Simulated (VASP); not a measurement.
A run of VASP 6.6.1 is set up as follows.

The input INCAR:

```
ALGO = Normal
EDIFF = 1E-6
ENCUT = 520
GGA = PE
ISIF = 2
ISMEAR = 0
LASPH = T
LCHARG = T
LELF = T
LREAL = F
LVHAR = T
LWAVE = F
NBANDS = 32
NELM = 80
PREC = Accurate
SIGMA = 0.1
```

File KPOINTS:

```
k-points
0
Gamma
  4 4 2
```

The input POSCAR:

```
Bi2Se3
1.0
    4.1467689083      0.0000000000      0.0000000000
    0.0000000000      4.1467689083      0.0000000000
    0.0000000000      0.0000000000     11.0214328324
Bi Se
2 3
Direct
    0.0000000000      0.0000000000      0.0000000000
    0.5000000000      0.5000000000      0.5000000000
    0.0000000000      0.0000000000      0.5000000000
    0.0000000000      0.0000000000      0.7637688908
    0.0000000000      0.0000000000      0.2362311092
```

Potentials or basis: VASP PAW PBE potentials, release 64 (Bi_d, Se).

Run with:

```console
$ cat potpaw_PBE.64/Bi_d/POTCAR potpaw_PBE.64/Se/POTCAR > POTCAR
$ mpirun -np 1 vasp_std > vasp.out
```

(1) Predict the pressure.

(2) Estimate the band gap on the k mesh.

Results:

(1) 0.0 GPa.

(2) zero (bands 24 and 25 overlap by 0.59 eV).

Caveat: the k points lie up to 0.38 Å⁻¹ apart, too coarse for converged energies and pressures of a metal; spin-orbit coupling is left out, which moves the levels of the heavy elements.
